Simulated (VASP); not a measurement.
**BAs: single point with LDA**

Crystal: BAs.

```
B As
1.0
     0.00000    2.36606    2.36606
     2.36606    0.00000    2.36606
     2.36606    2.36606    0.00000
B As
1 1
Cartesian
  0.0000 0.0000 0.0000
  1.1830 1.1830 1.1830
```

- Program: VASP 6.6.1
- Task: single point
- Functional: LDA
- Potentials or basis: VASP PAW LDA potentials, release 64 (B, As_d)
- Cutoff: 560 eV
- k mesh: 8 × 8 × 8
- Occupations: gaussian, width 0.01 eV
- Spin: no spin polarisation

* Pressure: 1.0 GPa
* Band gap on the k mesh: 1.12 eV (least direct gap 3.29 eV)

Levels at points of the mesh, in eV from the valence-band top:
| k point | band 6 | band 7 | band 8 | band 9 | band 10 | band 11 | band 12 | band 13 |
| --- | --- | --- | --- | --- | --- | --- | --- | --- |
| (0.00, 0.00, 0.00) | -15.64 | 0.00 | 0.00 | 0.00 | 3.29 | 3.29 | 3.29 | 5.04 |
| (0.50, 0.00, 0.00) | -12.68 | -8.96 | -1.86 | -1.86 | 2.86 | 4.79 | 4.79 | 8.77 |
| (0.50, 0.50, 0.00) | -11.36 | -8.57 | -4.19 | -4.19 | 1.32 | 1.39 | 11.54 | 11.54 |

Wall time 6.5 s on 1 thread of Intel(R) Xeon(R) 6975P-C (Granite Rapids), on a shared host, peak memory 0.14 GiB.

A k mesh can miss the band edges. LDA gaps usually lie below the measured ones, often by a third to a half.
